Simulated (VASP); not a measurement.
AlN:

```
CELL_PARAMETERS angstrom
0.00000 2.18488 2.18488
2.18488 0.00000 2.18488
2.18488 2.18488 0.00000
ATOMIC_POSITIONS crystal
Al 0.00000 0.00000 0.00000
N 0.75000 0.75000 0.75000
```

Program: VASP 6.6.1. Alike in all runs: task single point; potentials or basis VASP PAW PBE potentials, release 64 (Al, N); no spin polarisation; cell as given; cutoff (eV) 520. Hardware: 1 thread of Intel(R) Xeon(R) Platinum 8259CL CPU @ 2.50GHz (Skylake/Cascade Lake) (shared host).

Problem. Order these runs on this cell by their wall time, lowest first.
A. level PBE; k mesh 6 × 6 × 6; smearing gaussian 0.01 eV
B. level r2SCAN; k mesh 10 × 10 × 10; smearing gaussian 0.01 eV
C. level PBE; k mesh 10 × 10 × 10; smearing fermi-dirac 0.02 eV

Solution. A (3.3 s), C (7 s), B (27 s).
